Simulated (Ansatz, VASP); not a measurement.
## Al in VASP and in Ansatz

The input INCAR:

```
SYSTEM = Al
PREC = Accurate
ENCUT = 520
EDIFF = 1E-6
ISMEAR = 1
SIGMA = 0.1
LREAL = .False.
LASPH = .True.
NELM = 100
ALGO = Normal
ISIF = 2
LWAVE = .False.
LCHARG = .False.
GGA = PS
NBANDS = 8
```

KPOINTS

```
regular mesh
0
Gamma
  34 34 34
  0 0 0
```

File POSCAR:

```
Al
1.0
    0.0000000000      2.0072264820      2.0072264820
    2.0072264820      0.0000000000      2.0072264820
    2.0072264820      2.0072264820      0.0000000000
Al
1
Direct
    0.0000000000      0.0000000000      0.0000000000
```

Input for Ansatz:

```yaml
crystal:
  lattice:
    - [0.0, 2.007226482, 2.007226482]
    - [2.007226482, 0.0, 2.007226482]
    - [2.007226482, 2.007226482, 0.0]
  atoms:
    - { symbol: Al, position: [0.0, 0.0, 0.0] }
kpoints:
  mp_grid: { grid: [34, 34, 34] }
scf:
  occupations: { method: cold, width: 0.1 }
hamiltonian:
  xc: pbesol
  pseudopotentials: { kind: paw, azcp: { folder: soft_1 } }
output:
  forces: true
  stress: true
  populations: false
```

Alike in both runs: task single point; functional PBEsol; k mesh 34 × 34 × 34; no spin polarisation.

|  | VASP | Ansatz |
| --- | --- | --- |
| version | VASP 6.6.1 | Ansatz 0.2.0 |
| potentials or method | VASP PAW PBE potentials, release 64 (Al) | plane-wave PAW, scalar-relativistic |
| plane-wave cutoff (eV) | 520 | 420 |
| occupations | methfessel-paxton of order 1, width 0.1 eV | cold, width 0.1 eV |
| valence electrons in the cell | 3 | 3 |

|  | VASP | Ansatz | Ansatz less VASP |
| --- | --- | --- | --- |
| pressure (GPa) | 0.0 | -0.1 | -0.08 |

VASP's potentials were made for PBE, not for PBEsol, and Ansatz warns of the same on its side.
